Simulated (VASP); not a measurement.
Ge:

```
Ge
1.0
     1.39715   -2.60052    0.00000
     1.39715    2.60052    0.00000
     0.00000    0.00000    2.69823
Ge
1
Cartesian
  1.3971 0.0000 0.0000
```

Base run:

```yaml
Program: VASP 6.6.1
Functional: PBEsol
Potentials_or_basis: VASP PAW PBE potentials, release 64 (Ge_d)
Cutoff: 520 eV
k_mesh: 9 × 9 × 8
Occupations: fermi-dirac, width 0.1 eV
Spin: no spin polarisation
```

Its results: band gap on the k mesh zero (band 7 reaches 12.72 eV, above the bottom of band 8 at 2.88 eV); pressure -4.1 GPa.

The run is repeated on the same cell with these changes: k mesh from 9 × 9 × 8 to 5 × 5 × 4. What comes out?

Band gap on the k mesh zero (band 7 reaches 12.74 eV, above the bottom of band 8 at 4.54 eV); pressure -1.1 GPa.

Caveats: some runs use coarse meshes; the PAW data sets were made with another functional, which shifts forces and pressure a little.
